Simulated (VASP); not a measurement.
# Cu16Cl in VASP: single point with PBE+D3(BJ)

Aim: the single point of Cu16Cl with PBE+D3(BJ).

Program: VASP 6.6.1. These are calculated values, not measurements. Logs are shortened: lines on timing, memory, paths and dates and some standing lists are left out, and cuts for length are marked.

## (1) The cell of the first run

The cell holds a slab with vacuum, 17 atoms: a = 5.105 Å, b = 5.105 Å, c = 22.753 Å, α = 90.00°, β = 90.00°, γ = 60.00°.

## (2) Single point, PBE+D3(BJ)

Input file INCAR:

```
SYSTEM = Cu16Cl
  PREC = Accurate
  ENCUT = 520
  EDIFF = 1E-6
  ISMEAR = 1
  SIGMA = 0.1
  LREAL = .FALSE.
  LASPH = .TRUE.
  NELM = 120
  ALGO = Normal
  ISIF = 2
  LWAVE = .FALSE.
  LCHARG = .FALSE.
  GGA = PE
  IVDW = 12
  NBANDS = 106
  GGA_COMPAT = .FALSE.
  NELMDL = -8
```

Input file KPOINTS:

```
Automatic mesh
0
G
  2 2 1
  0 0 0
```

Input file POSCAR:

```
Cu16Cl
1.0
    5.1053109602      0.0000000000      0.0000000000
    2.5526554801      4.4213289857      0.0000000000
    0.0000000000      0.0000000000     22.7527034153
Cu Cl
16 1
Direct
    0.0000000000      0.0000000000      0.1098770500
    0.5000000000      0.0000000000      0.1098770500
    0.0000000000      0.5000000000      0.1098770500
    0.5000000000      0.5000000000      0.1098770500
    0.1666666700      0.1666666700      0.2014808700
    0.6666666700      0.1666666700      0.2014808700
    0.1666666700      0.6666666700      0.2014808700
    0.6666666700      0.6666666700      0.2014808700
    0.8350328100      0.3324323500      0.2902200700
    0.3322736600      0.3323764900      0.2902337500
    0.8330678100      0.8335049000      0.2931324500
    0.3322492900      0.8351188500      0.2902107100
   -0.0032445000     -0.0019201300      0.3815072200
    0.5039156000     -0.0017523100      0.3814776400
   -0.0032424700      0.5055694300      0.3814480200
    0.4992229600      0.5005395300      0.3767825700
    0.1626940600      0.1664654300      0.4628562400
```

Potentials or basis: VASP PAW PBE potentials, release 64 (Cu, Cl).

The run is started by

```bash
$ cat potpaw_PBE.64/Cu/POTCAR potpaw_PBE.64/Cl/POTCAR > POTCAR
$ mpirun -np 1 vasp_std > vasp.out
```

OUTCAR:

```text
SYSTEM = Cu16Cl
   PREC = Accurate
   ENCUT = 520
   EDIFF = 1E-6
   ISMEAR = 1
   LREAL = .FALSE.
   LASPH = .TRUE.
   NELM = 120
   ISIF = 2
   GGA = PE
   IVDW = 12
   NELMDL = -8
 IVDW          = 12

 ion  position               nearest neighbor table
   1  0.000  0.000  0.110-   3 2.55   3 2.55   4 2.55   4 2.55   2 2.55   2 2.55   7 2.55   6 2.55
                             5 2.55
   2  0.500  0.000  0.110-   4 2.55   3 2.55   4 2.55   3 2.55   1 2.55   1 2.55   8 2.55   5 2.55
                             6 2.55
   3  0.000  0.500  0.110-   1 2.55   1 2.55   2 2.55   2 2.55   4 2.55   4 2.55   5 2.55   8 2.55
                             7 2.55
   4  0.500  0.500  0.110-   2 2.55   1 2.55   2 2.55   1 2.55   3 2.55   3 2.55   6 2.55   7 2.55
                             8 2.55
   5  0.167  0.167  0.201-  10 2.49  12 2.49   9 2.50   7 2.55   7 2.55   8 2.55   8 2.55   6 2.55
                             6 2.55   3 2.55   2 2.55   1 2.55
   6  0.667  0.167  0.201-   9 2.50  10 2.50   8 2.55   7 2.55   8 2.55   7 2.55   5 2.55   5 2.55
                             4 2.55   1 2.55   2 2.55  11 2.55
   7  0.167  0.667  0.201-  12 2.50  10 2.50   5 2.55   5 2.55   6 2.55   6 2.55   8 2.55   8 2.55
                             1 2.55   4 2.55   3 2.55  11 2.55
   8  0.667  0.667  0.201-   9 2.50  12 2.50   6 2.55   5 2.55   6 2.55   5 2.55   7 2.55   7 2.55
                             2 2.55   3 2.55   4 2.55  11 2.55
   9  0.835  0.332  0.290-  16 2.47   5 2.50   6 2.50   8 2.50  10 2.54  12 2.54  13 2.55  15 2.55
                            11 2.55  11 2.55  12 2.57  10 2.57
  10  0.332  0.332  0.290-  16 2.46   5 2.49   7 2.50   6 2.50   9 2.54  12 2.54  14 2.55  15 2.55
                            11 2.55  11 2.55  12 2.57   9 2.57
  11  0.833  0.834  0.293-  15 2.48  13 2.48  14 2.48  10 2.55   9 2.55   6 2.55   8 2.55  12 2.55
                            12 2.55   9 2.55   7 2.55  10 2.55
  12  0.332  0.835  0.290-  16 2.46   5 2.49   7 2.50   8 2.50   9 2.54  10 2.54  14 2.55  13 2.55
                            11 2.55  11 2.55  10 2.57   9 2.57
  13  0.997  0.998  0.382-  17 2.37  11 2.48  15 2.51  14 2.52   9 2.55  12 2.55  16 2.55  16 2.56
                            14 2.59  15 2.59
  14  0.504  0.998  0.381-  17 2.39  11 2.48  13 2.52  15 2.52  10 2.55  12 2.55  16 2.55  16 2.56
                            15 2.59  13 2.59
  15  0.997  0.506  0.381-  17 2.38  11 2.48  13 2.51  14 2.52   9 2.55  10 2.55  16 2.55  16 2.56
                            14 2.59  13 2.59
  16  0.499  0.501  0.377-  12 2.46  10 2.46   9 2.47  14 2.55  15 2.55  13 2.55  13 2.56  15 2.56
                            14 2.56
  17  0.163  0.166  0.463-  13 2.37  15 2.38  14 2.39

  LATTYP: Found a hexagonal cell.
 ALAT       =     5.1053109602
 C/A-ratio  =     4.4566733727

  Lattice vectors:

 A1 = (  -2.5526554801,  -4.4213289857,   0.0000000000)
 A2 = (   5.1053109602,   0.0000000000,   0.0000000000)
 A3 = (   0.0000000000,   0.0000000000,  22.7527034153)

Analysis of symmetry for initial positions (statically):
=====================================================================
 Subroutine PRICEL returns:
 Original cell was already a primitive cell.

 Routine SETGRP: Setting up the symmetry group for a
 hexagonal supercell.

 Subroutine GETGRP returns: Found  1 space group operations
 (whereof  1 operations were pure point group operations)
 out of a pool of 24 trial point group operations.

The static configuration has the point symmetry C_1 .

Analysis of symmetry for dynamics (positions and initial velocities):
=====================================================================
 Subroutine PRICEL returns:
 Original cell was already a primitive cell.

 Routine SETGRP: Setting up the symmetry group for a
 hexagonal supercell.

 Subroutine GETGRP returns: Found  1 space group operations
 (whereof  1 operations were pure point group operations)
 out of a pool of 24 trial point group operations.

The dynamic configuration has the point symmetry C_1 .

 Subroutine INISYM returns: Found  1 space group operations
 (whereof  1 operations are pure point group operations),
 and found     1 'primitive' translations

----------------------------------------------------------------------------------------

                                     Primitive cell

  volume of cell :     513.5799

  direct lattice vectors                    reciprocal lattice vectors
     5.105310960  0.000000000  0.000000000     0.195874455 -0.113088169  0.000000000
     2.552655480  4.421328986  0.000000000     0.000000000  0.226176338  0.000000000
     0.000000000  0.000000000 22.752703415     0.000000000  0.000000000  0.043950821

  length of vectors
     5.105310960  5.105310960 22.752703415     0.226176338  0.226176338  0.043950821
[... 47 lines left out ...]

 Generating k-lattice:

  Cartesian coordinates                     Fractional coordinates (reciprocal lattice)
     0.097937227 -0.056544085  0.000000000     0.500000000  0.000000000  0.000000000
     0.000000000  0.113088169  0.000000000     0.000000000  0.500000000  0.000000000
     0.000000000  0.000000000  0.043950821     0.000000000  0.000000000  1.000000000

  Length of vectors
     0.113088169  0.113088169  0.043950821

  Shift w.r.t. Gamma in fractional coordinates (k-lattice)
     0.000000000  0.000000000  0.000000000

 Subroutine IBZKPT returns following result:
 ===========================================

 Found      4 irreducible k-points:

 Following reciprocal coordinates:
            Coordinates               Weight
  0.000000  0.000000  0.000000      1.000000
  0.500000  0.000000  0.000000      1.000000
  0.500000  0.500000  0.000000      1.000000
  0.000000  0.500000  0.000000      1.000000
   k-points           NKPTS =      4   k-points in BZ     NKDIM =      4   number of bands    NBANDS=    106
   number of dos      NEDOS =    301   number of ions     NIONS =     17
   total plane-waves  NPLWV = 288000
   dimension x,y,z NGX =    40 NGY =   40 NGZ =  180
   dimension x,y,z NGXF=    80 NGYF=   80 NGZF=  360
   ions per type =              16   1
   NGX,Y,Z   is equivalent  to a cutoff of  13.03, 13.03, 13.15 a.u.
   NGXF,Y,Z  is equivalent  to a cutoff of  26.05, 26.05, 26.30 a.u.
 SYSTEM =  Cu16Cl
   PREC   = accura    normal or accurate (medium, high low for compatibility)
   ISTART =      0    job   : 0-new  1-cont  2-samecut
   ICHARG =      2    charge: 1-file 2-atom 10-const
   ISPIN  =      1    spin polarized calculation?
   LNONCOLLINEAR =      F non collinear calculations
   LSORBIT =      F    spin-orbit coupling
   LASPH  =      T    aspherical Exc in radial PAW
   ENCUT  =  520.0 eV  38.22 Ry    6.18 a.u.   9.49  9.49 42.30*2*pi/ulx,y,z
   NELM   =    120;   NELMIN=  2; NELMDL= -8     # of ELM steps
   EDIFF  = 0.1E-05   stopping-criterion for ELM
   LREAL  =      F    real-space projection
   EDIFFG = 0.1E-04   stopping-criterion for IOM
   NSW    =      0    number of steps for IOM
   IBRION =     -1    ionic relax: 0-MD 1-quasi-New 2-CG
   NFREE  =      0    steps in history (QN), initial steepest desc. (CG)
   ISIF   =      2    stress and relaxation
   ISYM   =      2    0-nonsym 1-usesym 2-fastsym
   POTIM  = 0.5000    time-step for ionic-motion
   TEBEG  =    0.0;   TEEND  =   0.0 temperature during run
   PSTRESS=    0.0 pullay stress
   NELECT =     183.0000    total number of electrons
   NUPDOWN=      -1.0000    fix difference up-down
   EMIN   =  10.00;   EMAX   =-10.00  energy-range for DOS
   EFERMI =   0.00;   METHOD = LEGACY
   ISMEAR =     1;   SIGMA  =   0.10  broadening in eV -4-tet -1-fermi 0-gaus
   EFERMI_NEDOS =   21; number of points for ismear=-14 and -15
   IALGO  =     38    algorithm
   IMIX   =      4    mixing-type and parameters
     AMIX     =   0.40;   BMIX     =  1.00
     AMIX_MAG =   1.60;   BMIX_MAG =  1.00
  volume/ion in A,a.u.               =      30.21       203.87
  Fermi-wavevector in a.u.,A,eV,Ry     =   1.160618  2.193249 18.327502  1.347033
  Thomas-Fermi vector in A             =   2.297198
   LORBIT       =      0    0 simple, 1 ext, 2 COOP (PROOUT), +10 PAW based schemes
   GGA     = PE    functional components
   LHFCALC =     F    Hartree Fock is set to
   AEXX    =    0.0000 exact exchange contribution
   IVDW    =    12    specifies the selected vdW correction
   LEPSILON=     F    determine dielectric tensor
   LRPA    =     F    only Hartree local field effects (RPA)
 non-spin polarized calculation
 Methfessel and Paxton  Order N= 1 SIGMA  =   0.10
  energy-cutoff  :      520.00
  volume of cell :      513.58
 maximum number of plane-waves:     13945
 NGX is ok and might be reduce to    40
   NGX = 19   NGY = 19   NGZ = 85

 number of electron     183.0000054 magnetization

 Free energy of the ion-electron system (eV)
  ---------------------------------------------------
  ext. energy  EPLUGINS =         0.00000000
  ---------------------------------------------------
  free energy    TOTEN  =       -58.15189464 eV

  energy without entropy =      -58.14008294  energy(sigma->0) =      -58.14795741

 E-fermi :  -0.0750     XC(G=0):  -5.7976

 val. band max:       -0.0999196966   @ k =   0.0000   0.5000   0.0000
 cond. band min:       0.3312008445   @ k =   0.0000   0.0000   0.0000
 fundamental gap:      0.4311205411
 Fermi energy:        -0.0749548769

 k-point     1 :       0.0000    0.0000    0.0000
  band No.  band energies     occupation
      1     -15.8100      2.00000
      2      -8.9673      2.00000
      3      -7.7539      2.00000
      4      -6.2297      2.00000
      5      -5.3383      2.00000
      6      -4.9961      2.00000
[... 413 lines left out ...]
    102       4.8454      0.00000
    103       5.9867      0.00000
 [bands above 103 left out]

------------------------ aborting loop because EDIFF is reached ----------------------------------------

 Edisp (eV)   -7.33383

 E8    (eV) :    -3.2408

  FORCE on cell =-STRESS in cart. coord.  units (eV):
  Direction    XX          YY          ZZ          XY          YZ          ZX
  --------------------------------------------------------------------------------------
  -------------------------------------------------------------------------------------
  Total      -5.16311    -5.14074    -1.65130     0.02639    -0.01427     0.05772
  in kB     -16.10697   -16.03719    -5.15145     0.08231    -0.04451     0.18006
  external pressure =      -12.43 kB  Pullay stress =        0.00 kB

 VOLUME and BASIS-vectors are now :
 -----------------------------------------------------------------------------
  energy-cutoff  :      520.00
  volume of cell :      513.58
      direct lattice vectors                 reciprocal lattice vectors
     5.105310960  0.000000000  0.000000000     0.195874455 -0.113088169  0.000000000
     2.552655480  4.421328986  0.000000000     0.000000000  0.226176338  0.000000000
     0.000000000  0.000000000 22.752703415     0.000000000  0.000000000  0.043950821

 POSITION                                       TOTAL-FORCE (eV/Angst)
 -----------------------------------------------------------------------------------
      0.00000      0.00000      2.50000         0.051812      0.030389      0.082664
      2.55266      0.00000      2.50000        -0.050770      0.029385      0.085824
      1.27633      2.21066      2.50000        -0.000436     -0.059019      0.085123
      3.82898      2.21066      2.50000         0.000842      0.000420      0.062638
      1.27633      0.73689      4.58423        -0.000690      0.000582     -0.016050
      3.82898      0.73689      4.58423        -0.002688     -0.087311      0.078115
[... 9 lines left out ...]
      3.82639      2.21305      8.57282         0.002267     -0.002275      0.035603
      1.25553      0.73600     10.53123         0.020792      0.005174      0.026877
 -----------------------------------------------------------------------------------
    total drift:                                0.000022     -0.000091     -0.002238

  FREE ENERGIE OF THE ION-ELECTRON SYSTEM (eV)
  ---------------------------------------------------
  free  energy   TOTEN  =       -65.4857255439 eV

  energy  without entropy=      -65.4739138444  energy(sigma->0) =      -65.48178831
```

It took 22 min on 1 thread of Oxide Virtual Turin-like, shared host; peak memory 0.65 GiB.

Results:

```yaml
Free_energy: -65.4857 eV
Largest_force: 0.172 eV/Å
Band_gap_on_the_k_mesh: zero (an odd number of electrons rules out a gap without spin polarisation)
Dispersion_energy_per_atom: -0.431 eV
```

Forces on the atoms (eV/Å):
```
Cu   0.052  0.030  0.083
Cu  -0.051  0.029  0.086
Cu   0.000 -0.059  0.085
Cu   0.001  0.000  0.063
Cu  -0.001  0.001 -0.016
Cu  -0.003 -0.087  0.078
Cu  -0.076  0.041  0.078
Cu   0.076  0.045  0.079
Cu   0.007 -0.004 -0.172
Cu  -0.011  0.000 -0.170
Cu  -0.002 -0.001 -0.138
Cu  -0.003  0.013 -0.169
Cu  -0.063 -0.039  0.007
Cu   0.048 -0.027  0.021
Cu   0.002  0.053  0.022
Cu   0.002 -0.002  0.036
Cl   0.021  0.005  0.027
```

Caveat: the k points lie up to 0.71 Å⁻¹ apart, too coarse for converged energies and pressures of a metal; there is no dipole correction, which matters where the two faces differ. With open d or f shells a metallic result of PBE can be an artefact of self-interaction; +U or a hybrid may open a gap.

The gap in the log of VASP goes by the Fermi energy; the results here count the filled bands.